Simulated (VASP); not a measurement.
# Hf (I4/mmm) in VASP: single point with PBEsol

Aim: the single point of Hf with PBEsol.

Program: VASP 6.6.1. These are calculated values, not measurements. Logs are shortened: lines on timing, memory, paths and dates and some standing lists are left out, and cuts for length are marked.

### Step 1. The cell of the first run

It takes space group I4/mmm (No. 139, tetragonal). Conventional cell: a = 3.140 Å, b = 3.140 Å, c = 4.529 Å, α = 90.00°, β = 90.00°, γ = 90.00°. Hf (site symmetry 4/mmm) has 12 Hf at 3.14 to 3.17 Å within 4.1 Å.

### Step 2. Single point, PBEsol (zz strain of +2 %)

INCAR reads:

```
SYSTEM = Hf
ALGO = Normal ; EDIFF = 1E-6
ENCUT = 520 ; GGA = PS
ISIF = 2 ; ISMEAR = -1
LASPH = .TRUE. ; LCHARG = .FALSE.
LREAL = .FALSE. ; LWAVE = .FALSE.
NBANDS = 11 ; NELM = 100
PREC = Accurate ; SIGMA = 0.03
```

KPOINTS reads:

```
k-points
0
G
  16 16 16
  0 0 0
```

POSCAR reads:

```
Hf
1.0
    0.0000000000      2.2200000000      2.2644000000
    2.2200000000      0.0000000000      2.2644000000
    2.2200000000      2.2200000000      0.0000000000
Hf
1
Direct
    0.0000000000      0.0000000000      0.0000000000
```

Potentials or basis: VASP PAW PBE potentials, release 64 (Hf_pv).

Launch:

```
$ cat potpaw_PBE.64/Hf_pv/POTCAR > POTCAR
$ mpirun -np 1 vasp_std > vasp.out
```

OUTCAR:

```text
SYSTEM = Hf
   EDIFF = 1E-6
   ENCUT = 520
   GGA = PS
   ISIF = 2
   ISMEAR = -1
   LASPH = .TRUE.
   LREAL = .FALSE.
   NELM = 100
   PREC = Accurate

 ion  position               nearest neighbor table
   1  0.000  0.000  0.000-

  LATTYP: Found a body centered tetragonal cell.
 ALAT       =     3.1395541085
 C/A-ratio  =     1.4424978336

  Lattice vectors:

 A1 = (  -2.2200000000,   0.0000000000,   2.2644000000)
 A2 = (   2.2200000000,   0.0000000000,   2.2644000000)
 A3 = (   0.0000000000,   2.2200000000,  -2.2644000000)

Analysis of symmetry for initial positions (statically):
=====================================================================
 Subroutine PRICEL returns:
 Original cell was already a primitive cell.

 Routine SETGRP: Setting up the symmetry group for a
 body centered tetragonal supercell.

 Subroutine GETGRP returns: Found 16 space group operations
 (whereof 16 operations were pure point group operations)
 out of a pool of 16 trial point group operations.

The static configuration has the point symmetry D_4h.

Analysis of symmetry for dynamics (positions and initial velocities):
=====================================================================
 Subroutine PRICEL returns:
 Original cell was already a primitive cell.

 Routine SETGRP: Setting up the symmetry group for a
 body centered tetragonal supercell.

 Subroutine GETGRP returns: Found 16 space group operations
 (whereof 16 operations were pure point group operations)
 out of a pool of 16 trial point group operations.

The dynamic configuration has the point symmetry D_4h.

 Subroutine INISYM returns: Found 16 space group operations
 (whereof 16 operations are pure point group operations),
 and found     1 'primitive' translations

----------------------------------------------------------------------------------------

                                     Primitive cell

  volume of cell :      22.3197

  direct lattice vectors                    reciprocal lattice vectors
     0.000000000  2.220000000  2.264400000    -0.225225225  0.225225225  0.220809044
     2.220000000  0.000000000  2.264400000     0.225225225 -0.225225225  0.220809044
     2.220000000  2.220000000  0.000000000     0.225225225  0.225225225 -0.220809044

  length of vectors
     3.171105069  3.171105069  3.139554108     0.387568624  0.387568624  0.387568624

  position of ions in fractional coordinates (direct lattice)
     0.000000000  0.000000000  0.000000000

  ion indices of the primitive-cell ions
   primitive index   ion index
                 1           1
[... 79 lines left out ...]
   ISYM   =      2    0-nonsym 1-usesym 2-fastsym
   POTIM  = 0.5000    time-step for ionic-motion
   TEBEG  =    0.0;   TEEND  =   0.0 temperature during run
   PSTRESS=    0.0 pullay stress
   NELECT =      10.0000    total number of electrons
   NUPDOWN=      -1.0000    fix difference up-down
   EMIN   =  10.00;   EMAX   =-10.00  energy-range for DOS
   EFERMI =   0.00;   METHOD = LEGACY
   ISMEAR =    -1;   SIGMA  =   0.03  broadening in eV -4-tet -1-fermi 0-gaus
   EFERMI_NEDOS =   21; number of points for ismear=-14 and -15
   IALGO  =     38    algorithm
   IMIX   =      4    mixing-type and parameters
     AMIX     =   0.40;   BMIX     =  1.00
     AMIX_MAG =   1.60;   BMIX_MAG =  1.00
  volume/ion in A,a.u.               =      22.32       150.62
  Fermi-wavevector in a.u.,A,eV,Ry     =   1.252694  2.367249 21.350851  1.569243
  Thomas-Fermi vector in A             =   2.386583
   LORBIT       =      0    0 simple, 1 ext, 2 COOP (PROOUT), +10 PAW based schemes
   GGA     = PS    functional components
   LHFCALC =     F    Hartree Fock is set to
   AEXX    =    0.0000 exact exchange contribution
   IVDW    =     0    specifies the selected vdW correction
   LEPSILON=     F    determine dielectric tensor
   LRPA    =     F    only Hartree local field effects (RPA)
 non-spin polarized calculation
  energy-cutoff  :      520.00
  volume of cell :       22.32
 maximum number of plane-waves:       616
   NGX = 11   NGY = 11   NGZ = 11

 number of electron      10.0000000 magnetization

 number of electron       9.9999998 magnetization

 Free energy of the ion-electron system (eV)
  ---------------------------------------------------
  ext. energy  EPLUGINS =         0.00000000
  ---------------------------------------------------
  free energy    TOTEN  =       -10.42315870 eV

  energy without entropy =      -10.41780413  energy(sigma->0) =      -10.42048142

 E-fermi :   4.5958     XC(G=0): -11.4037

 val. band max:        4.5938747928   @ k =   0.5000   0.0625   0.1250
 cond. band min:       4.5988634941   @ k =  -0.3750   0.3125   0.1875
 fundamental gap:      0.0049887013
 Fermi energy:         4.5957749690

 k-point     1 :       0.0000    0.0000    0.0000
  band No.  band energies     occupation
      1     -25.3587      2.00000
      2     -25.3587      2.00000
      3     -25.3582      2.00000
      4      -2.6267      2.00000
      5       5.8358      0.00000
      6       6.0680      0.00000
      7       6.0680      0.00000
      8       8.6062      0.00000
      9       8.9445      0.00000
     10      15.9800      0.00000
     11      17.6519      0.00000
[... 309 lines left out ...]
 k-point    24 :      -0.0625    0.0625    0.0000
  band No.  band energies     occupation
      1     -25.4427      2.00000
      2     -25.3808      2.00000
      3     -25.3633      2.00000
      4      -2.2598      2.00000
      5       5.6780      0.00000
      6       6.0299      0.00000
      7       6.2364      0.00000
      8       8.5817      0.00000
      9       8.6251      0.00000
     10      16.7810      0.00000
     11      17.6495      0.00000

 [... further k-points ...]

------------------------ aborting loop because EDIFF is reached ----------------------------------------

  FORCE on cell =-STRESS in cart. coord.  units (eV):
  Direction    XX          YY          ZZ          XY          YZ          ZX
  --------------------------------------------------------------------------------------
  -------------------------------------------------------------------------------------
  Total       -0.5253252     -0.5253252     -0.6105916      0.0000000     -0.0000000     -0.0000000
  in kB      -37.7094098    -37.7094098    -43.8300827      0.0000000     -0.0000000     -0.0000000
  external PRESSURE =     -39.7496341 kB  Pullay stress =       0.0000000 kB

 VOLUME and BASIS-vectors are now :
 -----------------------------------------------------------------------------
  energy-cutoff  :      520.00
  volume of cell :       22.32
      direct lattice vectors                 reciprocal lattice vectors
     0.000000000  2.220000000  2.264400000    -0.225225225  0.225225225  0.220809044
     2.220000000  0.000000000  2.264400000     0.225225225 -0.225225225  0.220809044
     2.220000000  2.220000000  0.000000000     0.225225225  0.225225225 -0.220809044

 POSITION                                       TOTAL-FORCE (eV/Angst)
 -----------------------------------------------------------------------------------
      0.00000      0.00000      0.00000         0.000000      0.000000     -0.000000
 -----------------------------------------------------------------------------------
    total drift:                               -0.000000      0.000000      0.000000

  FREE ENERGIE OF THE ION-ELECTRON SYSTEM (eV)
  ---------------------------------------------------
  free  energy   TOTEN  =       -10.4231587015 eV

  energy  without entropy=      -10.4178041311  energy(sigma->0) =      -10.42048142
```

OSZICAR:

```text
N       E                     dE             d eps       ncg     rms          rms(c)
DAV:   1     0.119057845262E+02    0.11906E+02   -0.56882E+03  7734   0.839E+02
DAV:   2    -0.103605410552E+02   -0.22266E+02   -0.21628E+02  9749   0.153E+02
DAV:   3    -0.107982511777E+02   -0.43771E+00   -0.43394E+00  9757   0.147E+01
DAV:   4    -0.107999766705E+02   -0.17255E-02   -0.17252E-02  8698   0.111E+00
DAV:   5    -0.107999864165E+02   -0.97460E-05   -0.97449E-05  9811   0.740E-02    0.462E+01
DAV:   6    -0.105212497937E+02    0.27874E+00   -0.22706E-01  8659   0.347E+00    0.273E+01
DAV:   7    -0.104275889731E+02    0.93661E-01   -0.33912E-01  9034   0.410E+00    0.122E+00
DAV:   8    -0.104231211707E+02    0.44678E-02   -0.26527E-02  8566   0.112E+00    0.233E-01
DAV:   9    -0.104231591165E+02   -0.37946E-04   -0.40574E-04  9344   0.166E-01    0.518E-02
DAV:  10    -0.104231590127E+02    0.10382E-06   -0.20188E-05  8879   0.333E-02    0.445E-02
DAV:  11    -0.104231587015E+02    0.31117E-06   -0.31627E-06  9029   0.133E-02
   1 F= -.10423159E+02 E0= -.10420481E+02  d E =-.535457E-02
```

stdout:

```text
POSCAR found type information on POSCAR Hf
 POSCAR found :  1 types and       1 ions
 scaLAPACK will be used
 -----------------------------------------------------------------------------
|                                                                             |
|                                                                             |
|     You enforced a specific xc type in the INCAR file but a different       |
|     I HOPE YOU KNOW WHAT YOU ARE DOING!                                     |
|                                                                             |
 -----------------------------------------------------------------------------

 LDA part: xc-table for (Slater+PW92), standard interpolation
 POSCAR, INCAR and KPOINTS ok, starting setup
 FFT: planning ... GRIDC
 FFT: planning ... GRID_SOFT
 FFT: planning ... GRID
 WAVECAR not read
 entering main loop
```

Run time: 66 s. Hardware: 1 thread of Intel Xeon 8259CL, shared host; peak memory 0.21 GiB.

What came out:

```
Free energy            : -10.4232 eV
Pressure               : -4.0 GPa
Band gap on the k mesh : zero (bands 5 and 6 overlap by 1.71 eV)
```

Stress tensor (GPa, compression positive):
```
-3.77  0.00  0.00
 0.00 -3.77  0.00
 0.00  0.00 -4.38
```

Caveat: the cell differs from its parent crystal (zz strain of +2 %); the cell stands under tension; the PAW data sets were made with another functional, which shifts forces and pressure a little; spin-orbit coupling is left out, which moves the levels of the heavy elements.
